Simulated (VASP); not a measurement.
**NbTe8Mo3: single point with PBE**

The system is NbTe8Mo3.

```xyz
12
Lattice="3.5900 0.0000 0.0000 -1.7950 3.1091 0.0000 0.0000 0.0000 29.9914" Properties=species:S:1:pos:R:3 pbc="T T T"
Nb    1.7950    1.0364   14.9957
Te    0.0000    2.0727   28.1953
Te    0.0000    2.0727   13.1147
Te    1.7950    1.0364   20.6648
Te    1.7950    1.0364    5.7346
Te    0.0000    2.0727    1.7961
Te    0.0000    2.0727   16.8768
Te    1.7950    1.0364   24.2569
Te    1.7950    1.0364    9.3267
Mo    0.0000    2.0727   22.4604
Mo    0.0000    2.0727    7.5310
Mo    1.7950    1.0364    0.0000
```

```yaml
Program: VASP 6.6.1
Task: single point
Functional: PBE
Potentials_or_basis: VASP PAW PBE potentials, release 64 (Nb_sv, Te, Mo_sv)
Cutoff: 520 eV
k_mesh: 6 × 6 × 1
Occupations: gaussian, width 0.1 eV
Spin: no spin polarisation
Dipole_correction: no
Further_INCAR_settings: ALGO = Normal; EDIFF = 1e-06; NBANDS = 64
```

| Item | Value |
| --- | --- |
| Pressure | 0.0 GPa |
| Largest force | 0.014 eV/Å |

Forces in eV/Å, atoms in the order of the input:
```
Nb   0.000  0.000  0.000
Te   0.000  0.000 -0.014
Te   0.000  0.000  0.013
Te   0.000  0.000 -0.013
Te   0.000  0.000 -0.014
Te   0.000  0.000  0.014
Te   0.000  0.000 -0.013
Te   0.000  0.000  0.014
Te   0.000  0.000  0.013
Mo   0.000  0.000 -0.006
Mo   0.000  0.000  0.006
Mo   0.000  0.000  0.000
```

Stress tensor (GPa, compression positive):
```
-0.04  0.00  0.00
 0.00 -0.04  0.00
 0.00  0.00  0.04
```

Levels at points of the mesh, in eV from the Fermi level:
```csv
k point,band 49,band 50,band 51,band 52,band 53,band 54
"(0.00, 0.00, 0.00)",-0.27,-0.25,-0.21,0.25,2.75,2.75
"(0.50, 0.00, 0.00)",-0.58,-0.55,-0.46,-0.15,1.14,1.14
```

Run time: 7.5 min on 1 thread of AMD EPYC 7R13 Processor (Zen 3) (shared host), peak memory 0.48 GiB.

Caveat: spin-orbit coupling is left out, which moves the levels of the heavy elements; this functional lacks dispersion, which binds the layers, so the pressure and a relaxed spacing across them are unreliable.
